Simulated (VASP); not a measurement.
# Sn (Immm) in VASP: a series of runs, part 2 of 2

VASP 6.6.1.

**4. Single point, PBE**

Input file INCAR:

```
SYSTEM = Sn
  PREC = Accurate
  ENCUT = 520
  EDIFF = 1E-7
  ISMEAR = 0
  SIGMA = 0.012
  LREAL = .False.
  LASPH = .True.
  NELM = 60
  ALGO = Fast
  ISIF = 2
  LWAVE = .False.
  LCHARG = .True.
  GGA = PE
  LELF = .True.
  LVHAR = .True.
  NBANDS = 13
```

Input file KPOINTS:

```
Automatic mesh
0
Gamma
  11 11 11
  0 0 0
```

Input file POSCAR:

```
Sn
1.0
   -1.7265390000      1.7755470000      2.3383420000
    1.7265390000     -1.7755470000      2.3383420000
    1.7265390000      1.7755470000     -2.3383420000
Sn
1
Direct
    0.0000000000      0.0000000000      0.0000000000
```

Potentials or basis: VASP PAW PBE potentials, release 64 (Sn_d).

Command:

```console
cat potpaw_PBE.64/Sn_d/POTCAR > POTCAR
mpirun -np 1 vasp_std > vasp.out
```

OUTCAR:

```text
SYSTEM = Sn
   PREC = Accurate
   ENCUT = 520
   EDIFF = 1E-7
   ISMEAR = 0
   LREAL = .False.
   LASPH = .True.
   NELM = 60
   ISIF = 2
   GGA = PE

 ion  position               nearest neighbor table
   1  0.000  0.000  0.000-

  LATTYP: Found a body centered orthorhombic cell.
 ALAT       =     3.4530780000
 B/A-ratio  =     1.0283851103
 C/A-ratio  =     1.3543522620

  Lattice vectors:

 A1 = (  -1.7265390000,   1.7755470000,   2.3383420000)
 A2 = (   1.7265390000,  -1.7755470000,   2.3383420000)
 A3 = (   1.7265390000,   1.7755470000,  -2.3383420000)

Analysis of symmetry for initial positions (statically):
=====================================================================
 Subroutine PRICEL returns:
 Original cell was already a primitive cell.

 Routine SETGRP: Setting up the symmetry group for a
 body centered orthorhombic supercell.

 Subroutine GETGRP returns: Found  8 space group operations
 (whereof  8 operations were pure point group operations)
 out of a pool of  8 trial point group operations.

[... 171 lines left out ...]
      1     -14.0508      2.00000
      2     -14.0353      2.00000
      3     -14.0161      2.00000
      4     -13.9875      2.00000
      5     -13.9526      2.00000
      6      -3.2499      2.00000
      7      14.5424      0.00000
      8      14.6861      0.00000
      9      15.0918      0.00000
     10      18.1243      0.00000
     11      18.6351      0.00000
     12      19.1449      0.00000
     13      19.3030      0.00000
[... 354 lines left out ...]
  band No.  band energies     occupation
      1     -14.0504      2.00000
      2     -14.0110      2.00000
      3     -13.9837      2.00000
      4     -13.9454      2.00000
      5     -13.9068      2.00000
      6       0.1298      2.00000
      7       5.2453      2.00000
      8       9.9836      0.00000
      9      11.6672      0.00000
     10      14.8934      0.00000
     11      19.9232      0.00000
     12      20.9641      0.00000
     13      22.3608      0.00000

 [... further k-points ...]

------------------------ aborting loop because EDIFF is reached ----------------------------------------

  FORCE on cell =-STRESS in cart. coord.  units (eV):
  Direction    XX          YY          ZZ          XY          YZ          ZX
  --------------------------------------------------------------------------------------
  -------------------------------------------------------------------------------------
  Total       -0.0526505     -0.4135700     -0.1070104     -0.0000000      0.0000000      0.0000000
  in kB       -2.9419588    -23.1090976     -5.9794302     -0.0000000      0.0000000      0.0000000
  external PRESSURE =     -10.6768289 kB  Pullay stress =       0.0000000 kB

 VOLUME and BASIS-vectors are now :
 -----------------------------------------------------------------------------
  energy-cutoff  :      520.00
  volume of cell :       28.67
      direct lattice vectors                 reciprocal lattice vectors
    -1.726539000  1.775547000  2.338342000     0.000000000  0.281603359  0.213826720
     1.726539000 -1.775547000  2.338342000     0.289596702  0.000000000  0.213826720
     1.726539000  1.775547000 -2.338342000     0.289596702  0.281603359  0.000000000

 POSITION                                       TOTAL-FORCE (eV/Angst)
 -----------------------------------------------------------------------------------
      0.00000      0.00000      0.00000        -0.000000     -0.000000     -0.000000
 -----------------------------------------------------------------------------------
    total drift:                               -0.000000     -0.000000     -0.000000

  FREE ENERGIE OF THE ION-ELECTRON SYSTEM (eV)
  ---------------------------------------------------
  free  energy   TOTEN  =        -3.7861657575 eV

  energy  without entropy=       -3.7860938256  energy(sigma->0) =       -3.78612979
```

Wall time 90 s (1 thread of Intel Xeon Platinum 8259CL at 2.50GHz (Skylake/Cascade Lake), shared host); peak memory 0.21 GiB.

What came out:

```
Free energy            : -3.7862 eV
Pressure               : -1.1 GPa
Band gap on the k mesh : zero (bands 7 and 8 overlap by 8.80 eV)
```

Levels at points of the mesh, in eV from the Fermi level:
```tsv
k point	band 5	band 6	band 7	band 8	band 9	band 10
(0.00, 0.00, 0.00)	-21.48	-10.78	7.01	7.16	7.56	10.59
```

Caveat: spin-orbit coupling is left out, which moves the levels of the heavy elements.

**5. Single point, r2SCAN**

POSCAR is that of step 4.

Input file INCAR.step1:

```
SYSTEM = Sn
PREC = Accurate ; ENCUT = 520
ISMEAR = -1 ; SIGMA = 0.05
LREAL = .False. ; LASPH = .True.
NELM = 60 ; NBANDS = 13
GGA = PE ; ALGO = Normal
EDIFF = 1E-4 ; LWAVE = .True.
LCHARG = .False.
```

Input file INCAR.step2:

```
SYSTEM = Sn
PREC = Accurate ; ENCUT = 520
EDIFF = 1E-6 ; ISMEAR = -1
SIGMA = 0.05 ; LREAL = .False.
LASPH = .True. ; NELM = 60
ALGO = Normal ; ISIF = 2
LWAVE = .False. ; LCHARG = .True.
METAGGA = R2SCAN ; LMIXTAU = .True.
LELF = .True. ; LVHAR = .True.
NBANDS = 13 ; ISTART = 1
```

KPOINTS is that of step 4.

Command:

```console
cat potpaw_PBE.64/Sn_d/POTCAR > POTCAR
cp INCAR.step1 INCAR
mpirun -np 1 vasp_std > vasp.out
cp INCAR.step2 INCAR
mpirun -np 1 vasp_std > vasp.out
```

Wall time 5.1 min (1 thread of Intel Xeon Platinum 8259CL at 2.50GHz (Skylake/Cascade Lake), shared host); peak memory 0.22 GiB.

Results (log left out):

```
Free energy            : -24.4999 eV
Pressure               : -2.2 GPa
Band gap on the k mesh : zero (bands 7 and 8 overlap by 9.32 eV)
```

Stress tensor (GPa, compression positive):
```
-1.63  0.00  0.00
 0.00 -3.10  0.00
 0.00  0.00 -1.91
```

Levels at points of the mesh, in eV from the Fermi level:
```
           k point  band 4  band 5  band 6  band 7  band 8  band 9  band 10  band 11
(0.00, 0.00, 0.00)  -22.19  -22.15  -11.32    7.47    7.62    8.07    11.30    11.62
```

Caveat: the PAW data sets were made with another functional, which shifts forces and pressure a little; spin-orbit coupling is left out, which moves the levels of the heavy elements.

**6. Single point, PBE**

Input file INCAR:

```
PREC = Accurate
ENCUT = 520
EDIFF = 1E-6
ISMEAR = -1
SIGMA = 0.02
LREAL = False
LASPH = True
NELM = 80
ALGO = Normal
ISIF = 2
LWAVE = False
LCHARG = False
GGA = PE
NBANDS = 13
```

Input file KPOINTS:

```
regular mesh
0
Gamma
  8 8 8
```

POSCAR is that of step 5.

Potentials or basis: VASP PAW PBE potentials, release 64 (Sn_d).

Command:

```console
cat potpaw_PBE.64/Sn_d/POTCAR > POTCAR
mpirun -np 1 vasp_std > vasp.out
```

Wall time 22 s (1 thread of Intel Xeon 8259CL, shared host); peak memory 0.18 GiB.

Results (log left out):

```
Free energy            : -3.7963 eV
Pressure               : -1.2 GPa
Band gap on the k mesh : zero (bands 7 and 8 overlap by 8.57 eV)
```

Stress tensor (GPa, compression positive):
```
-0.94  0.00  0.00
 0.00 -0.65  0.00
 0.00  0.00 -2.00
```

Levels at points of the mesh, in eV from the Fermi level:
```
           k point  band 4  band 5  band 6  band 7  band 8  band 9  band 10  band 11
(0.00, 0.00, 0.00)  -21.55  -21.52  -10.81    6.98    7.13    7.53    10.56    11.08
(0.50, 0.00, 0.00)  -21.48  -21.46   -6.88   -4.44    5.20    5.95     9.63    10.05
(0.00, 0.50, 0.00)  -21.47  -21.46   -6.63   -4.37    4.78    5.65     9.14     9.60
(0.50, 0.50, 0.00)  -21.46  -21.44   -5.26   -3.62    2.02    2.40     5.48     5.86
(0.50, 0.50, 0.50)  -21.45  -21.44   -4.49   -3.12    1.17    1.81     4.57     5.40
```

Caveat: spin-orbit coupling is left out, which moves the levels of the heavy elements.

**7. The runs side by side**

```csv
level,k mesh,smearing,gap on the mesh (eV),pressure (GPa)
revPBE,11 × 11 × 11,fermi-dirac 0.05 eV,none,-0.1
BLYP,11 × 11 × 11,fermi-dirac 0.05 eV,none,3.1
PBE,11 × 11 × 11,gaussian 0.012 eV,none,-1.1
r2SCAN,11 × 11 × 11,fermi-dirac 0.05 eV,none,-2.2
PBE,8 × 8 × 8,fermi-dirac 0.02 eV,none,-1.2
```

Alike in all rows: task single point; potentials or basis VASP PAW PBE potentials, release 64 (Sn_d); no spin polarisation; cell as given; cutoff (eV) 520.

The pressure there spans -2.2 GPa (r2SCAN) to 3.1 GPa (BLYP); a positive pressure means that this level wants a larger cell, a negative one a smaller.

Caveats: spin-orbit coupling is left out, which moves the levels of the heavy elements; the PAW data sets were made with another functional, which shifts forces and pressure a little (at least some runs); the cell stands under pressure (at least some runs).

Total energies depend on the potentials used, so only differences within one code and one set of settings carry meaning.
